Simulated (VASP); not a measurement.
Runs of VASP 6.6.1 on Os. The structure is that of space group Fm-3m (No. 225), or close to it. The cells are those of the table. This isn't the form of Os at room conditions, which is hcp.

```csv
cell,gap on the mesh (eV),pressure (GPa)
"a = 2.689, b = 2.689, c = 2.668 Å, angles 60.3, 60.3, 59.5°, 1 atom",none,(b)
"a = 2.792 Å, angles 60.0°, 1 atom",none,-33.3
"a = 2.709 Å, angles 60.0°, 1 atom",none,(c)
"a = 2.710, b = 2.710, c = 2.668 Å, angles 60.5, 60.5, 59.0°, 1 atom",none,3.9
"a = 2.833 Å, angles 60.0°, 1 atom",none,-43.3
"a = 2.668 Å, angles 60.0°, 1 atom",none,18.5
"a = 2.730, b = 2.730, c = 2.709 Å, angles 60.3, 60.3, 59.5°, 1 atom",none,-9.2
"a = 2.689, b = 2.689, c = 2.709 Å, angles 59.7, 59.7, 60.5°, 1 atom",none,(a)
"a = 2.710, b = 2.710, c = 2.751 Å, angles 59.5, 59.5, 61.0°, 1 atom",none,-9.0
"a = 2.731, b = 2.731, c = 2.668 Å, angles 60.8, 60.8, 58.5°, 1 atom",none,-2.4
"a = 2.752, b = 2.752, c = 2.668 Å, angles 61.0, 61.0, 58.0°, 1 atom",none,(d)
"a = 2.730, b = 2.730, c = 2.751 Å, angles 59.8, 59.8, 60.5°, 1 atom",none,-14.8
```

Alike in all rows: task single point; level PBEsol; potentials or basis VASP PAW PBE potentials, release 64 (Os); no spin polarisation; k mesh 20 × 20 × 20; cutoff (eV) 520; smearing gaussian 0.15 eV.

Q: Estimate the missing entries.

A: (a) 3.6; (b) 10.9; (c) -3.1; (d) -8.0.

Caveats: the PAW data sets were made with another functional, which shifts forces and pressure a little; spin-orbit coupling is left out, which moves the levels of the heavy elements; the cell stands under tension (at least some runs); the cell stands under pressure (at least some runs).

A k mesh can miss the band edges, and the runs leave out spin-orbit coupling on Os.

A gap of «none» marks levels without a gap at the run's occupations.
